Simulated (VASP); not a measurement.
Here is a VASP 6.6.1 calculation.

The input INCAR:

```
ALGO = Normal
DIPOL = 0.5 0.5 0.500
EDIFF = 1E-6
ENCUT = 520
GGA = PE
IDIPOL = 3
ISIF = 2
ISMEAR = 0
LASPH = T
LCHARG = F
LDIPOL = T
LREAL = F
LWAVE = F
NBANDS = 15
NELM = 80
PREC = Accurate
SIGMA = 0.1
```

Contents of KPOINTS:

```
k-points
0
Gamma
  4 4 1
```

The input POSCAR:

```
CaSe
1.0
    4.2005510000      0.0000000000      0.0000000000
    0.0000000000      4.2005510000      0.0000000000
    0.0000000000      0.0000000000     14.0000000000
Ca Se
1 1
Direct
    0.5000000000      0.5000000000      0.5000000000
    0.0000000000      0.0000000000      0.5000000000
```

Potentials or basis: VASP PAW PBE potentials, release 64 (Ca_sv, Se).

Launch:

```console
$ cat potpaw_PBE.64/Ca_sv/POTCAR potpaw_PBE.64/Se/POTCAR > POTCAR
$ mpirun -np 1 vasp_std > vasp.out
```

Task: What does it give for the band gap on the k mesh?

Result: 2.36 eV, indirect (least direct gap 2.46 eV).
